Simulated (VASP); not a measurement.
# Ag (P6/mmm) in VASP: further runs, part 2 of 2

VASP 6.6.1. The steps go on from the part before.

### 5 Relaxation of cell and atoms, PBE, target pressure 390 GPa, at which the enthalpy is minimised

Input file INCAR:

```
SYSTEM = Ag
PREC = Accurate
ENCUT = 600
EDIFF = 1E-7
ISMEAR = -1
SIGMA = 0.05
LREAL = .False.
LASPH = .True.
NELM = 60
ALGO = Normal
ISIF = 3
LWAVE = .False.
LCHARG = .False.
GGA = PE
IBRION = 2
NSW = 32
EDIFFG = -0.005
PSTRESS = 3900.0
```

Input file KPOINTS:

```
Automatic mesh
0
Gamma
  19 19 18
  0 0 0
```

Input file POSCAR:

```
Ag
1.0
    2.2572519036      0.0000000000      0.0000000000
   -1.1286259518      1.9548374912      0.0000000000
    0.0000000000      0.0000000000      2.1605246738
Ag
1
Direct
    0.0000000000      0.0000000000      0.0000000000
```

Potentials or basis: VASP PAW PBE potentials, release 64 (Ag).

Launch:

```
$ cat potpaw_PBE.64/Ag/POTCAR > POTCAR
$ mpirun -np 1 vasp_std > vasp.out
```

OUTCAR:

```text
SYSTEM = Ag
   PREC = Accurate
   ENCUT = 600
   EDIFF = 1E-7
   ISMEAR = -1
   LREAL = .False.
   LASPH = .True.
   NELM = 60
   ISIF = 3
   GGA = PE
   IBRION = 2
   NSW = 32
   EDIFFG = -0.005
   PSTRESS = 3900.0

 ion  position               nearest neighbor table
   1  0.000  0.000  0.000-

  LATTYP: Found a hexagonal cell.
 ALAT       =     2.2572519036
 C/A-ratio  =     0.9571482343

  Lattice vectors:

 A1 = (   2.2572519036,   0.0000000000,   0.0000000000)
 A2 = (  -1.1286259518,   1.9548374912,   0.0000000000)
 A3 = (   0.0000000000,   0.0000000000,   2.1605246738)

Analysis of symmetry for initial positions (statically):
=====================================================================
 Subroutine PRICEL returns:
 Original cell was already a primitive cell.

 Routine SETGRP: Setting up the symmetry group for a
 hexagonal supercell.

 Subroutine GETGRP returns: Found 24 space group operations
 (whereof 24 operations were pure point group operations)
 out of a pool of 24 trial point group operations.

The static configuration has the point symmetry D_6h.

Analysis of symmetry for dynamics (positions and initial velocities):
=====================================================================
 Subroutine PRICEL returns:
 Original cell was already a primitive cell.

 Routine SETGRP: Setting up the symmetry group for a
 hexagonal supercell.

 Subroutine GETGRP returns: Found 24 space group operations
 (whereof 24 operations were pure point group operations)
 out of a pool of 24 trial point group operations.

The dynamic configuration has the point symmetry D_6h.

 Subroutine INISYM returns: Found 24 space group operations
 (whereof 24 operations are pure point group operations),
 and found     1 'primitive' translations

----------------------------------------------------------------------------------------

[... 123 lines left out ...]
  energy-cutoff  :      600.00
  volume of cell :        9.53
 maximum number of plane-waves:       332
 NGX is ok and might be reduce to    18
   NGX =  9   NGY =  9   NGZ =  9

--------------------------------------- Ionic step        1  -------------------------------------------

 number of electron      10.9999995 magnetization

 Free energy of the ion-electron system (eV)
  ---------------------------------------------------
  ext. energy  EPLUGINS =         0.00000000
  ---------------------------------------------------
  free energy    TOTEN  =         3.16268772 eV

  energy without entropy =        3.16424271  energy(sigma->0) =        3.16346522

------------------------ aborting loop because EDIFF is reached ----------------------------------------

  FORCE on cell =-STRESS in cart. coord.  units (eV):
  Direction    XX          YY          ZZ          XY          YZ          ZX
  --------------------------------------------------------------------------------------
  -------------------------------------------------------------------------------------
  Total       23.0955369     23.0955369     22.9077829      0.0000000     -0.0000000      0.0000000
  in kB     3881.4029173   3881.4029171   3849.8492408      0.0000000     -0.0000000      0.0000000
  external PRESSURE =     -29.1149749 kB  Pullay stress =    3900.0000000 kB
[... 135 lines left out ...]
--------------------------------------- Ionic step        5  -------------------------------------------

 number of electron      10.9999995 magnetization

 Free energy of the ion-electron system (eV)
  ---------------------------------------------------
  ext. energy  EPLUGINS =         0.00000000
  ---------------------------------------------------
  free energy    TOTEN  =         3.20555168 eV

  energy without entropy =        3.20711061  energy(sigma->0) =        3.20633114

 E-fermi :  20.3915     XC(G=0): -15.9810

 val. band max:       20.3732571298   @ k =   0.4211  -0.0000   0.2222
 cond. band min:      20.4276478129   @ k =   0.4211   0.1053   0.0556
 fundamental gap:      0.0543906831
 Fermi energy:        20.3915051121

 k-point     1 :       0.0000    0.0000    0.0000
  band No.  band energies     occupation
      1       6.8869      2.00000
      2       7.5894      2.00000
      3      11.5526      2.00000
      4      11.5526      2.00000
      5      17.0752      2.00000
      6      17.0752      2.00000
      7      35.8354      0.00000
      8      38.3326      0.00000
      9      46.8558      0.00000
[... 265 lines left out ...]
 k-point    24 :       0.3158    0.1053    0.0000
  band No.  band energies     occupation
      1       8.1670      2.00000
      2       9.3127      2.00000
      3      13.5118      2.00000
      4      14.0538      2.00000
      5      16.1951      2.00000
      6      18.0812      2.00000
      7      31.0384      0.00000
      8      35.7539      0.00000
      9      42.3125      0.00000

 [... further k-points ...]

------------------------ aborting loop because EDIFF is reached ----------------------------------------

  FORCE on cell =-STRESS in cart. coord.  units (eV):
  Direction    XX          YY          ZZ          XY          YZ          ZX
  --------------------------------------------------------------------------------------
  -------------------------------------------------------------------------------------
  Total       23.1629064     23.1629064     23.1607740     -0.0000000     -0.0000000      0.0000000
  in kB     3899.9690550   3899.9690547   3899.6100211     -0.0000000     -0.0000000      0.0000000
  external PRESSURE =      -0.1506231 kB  Pullay stress =    3900.0000000 kB
[... 20 lines left out ...]
  energy  without entropy=        3.2071106075  energy(sigma->0) =        3.20633114

  enthalpy is  TOTEN    =        26.3686418539 eV   P V=       23.1630901786

 reached required accuracy - stopping structural energy minimisation
```

OSZICAR:

```text
N       E                     dE             d eps       ncg     rms          rms(c)
DAV:   1     0.542769126878E+02    0.54277E+02   -0.68728E+03  7248   0.137E+03
DAV:   2     0.320409973835E+01   -0.51073E+02   -0.49738E+02  7647   0.251E+02
DAV:   3     0.281314591831E+01   -0.39095E+00   -0.39082E+00  8396   0.248E+01
[... 40 lines left out ...]
DAV:   2     0.320537676171E+01    0.51569E-03   -0.55739E-04  7315   0.304E-01    0.104E-01
DAV:   3     0.320555202955E+01    0.17527E-03   -0.33957E-04  7624   0.205E-01    0.217E-02
DAV:   4     0.320555222977E+01    0.20023E-06   -0.14805E-05  7700   0.466E-02    0.112E-02
DAV:   5     0.320555165334E+01   -0.57644E-06   -0.32082E-07  7848   0.557E-03    0.152E-03
DAV:   6     0.320555167527E+01    0.21932E-07   -0.16423E-08  3733   0.164E-03
   5 F= 0.26368642E+02 E0= 0.26369421E+02  d E =-.132496E-04
```

CONTCAR:

```text
Ag
   1.00000000000000
     2.2567642067315057    0.0000000000000000   -0.0000000000000000
    -1.1283821033657528    1.9544151332933102    0.0000000000000000
    -0.0000000000000000   -0.0000000000000000    2.1574437007316352
  Ag
     1
Direct
     0.0000000000000000    0.0000000000000000    0.0000000000000000

  0.00000000E+00  0.00000000E+00  0.00000000E+00
```

It took 47 s on 1 thread of Intel Xeon 6975P-C (Granite Rapids), shared host; peak memory 0.16 GiB.

Results:

```yaml
Free_energy: 3.2056 eV
Relaxed_volume: 9.52 Å³/atom
Relaxed_cell: a = 2.257 Å, b = 2.257 Å, c = 2.157 Å, α = 90.00°, β = 90.00°, γ = 120.00°
Space_group_after_relaxing_to_0.05_Å: P6/mmm (No. 191)
Energy_change_on_relaxing_the_enthalpy_is_what_falls: +42.9 meV/atom
Ionic_steps: 5
Pressure_after_relaxing: 390.0 GPa
```

Step by step:
```csv
step,energy change (eV),largest force (eV/Å),pressure (GPa),volume (Å³)
1,0.0000,0.0000,387.09,9.53
2,0.6061,0.0000,427.89,9.30
3,0.0471,0.0000,390.29,9.51
4,0.0179,0.0000,388.20,9.53
5,0.0429,0.0000,389.98,9.52
```

Final structure:
```yaml
crystal:
  lattice:
    - [2.25676, 0.00000, 0.00000]
    - [-1.12838, 1.95442, 0.00000]
    - [0.00000, 0.00000, 2.15744]
  atoms:
    - { symbol: Ag, position: [0.00000, 0.00000, 0.00000] }
```

Caveat: the cell is relaxed towards a set pressure, so the enthalpy falls and the energy may rise.

### 6 Overview

```tsv
task	cell	cutoff (eV)	gap on the mesh (eV)	pressure (GPa)
single point	a = 2.257, b = 2.257, c = 2.161 Å, angles 90.0, 90.0, 120.0°, 1 atom	520	none	387.0
relaxation of cell and atoms	relaxed to 390 GPa from a = 2.248, b = 2.248, c = 2.113 Å, angles 90.0, 90.0, 120.0°, 1 atom	600	none	390.0
relaxation of cell and atoms	relaxed to 390 GPa from a = 2.257, b = 2.257, c = 2.161 Å, angles 90.0, 90.0, 120.0°, 1 atom	600	none	390.0
```

Alike in all rows: level PBE; potentials or basis VASP PAW PBE potentials, release 64 (Ag); no spin polarisation; k mesh 19 × 19 × 18; smearing fermi-dirac 0.05 eV.

Caveats: the cell is relaxed towards a set pressure, so the enthalpy falls and the energy may rise (some runs).

Absolute energies hang on the potentials; compare differences alone.
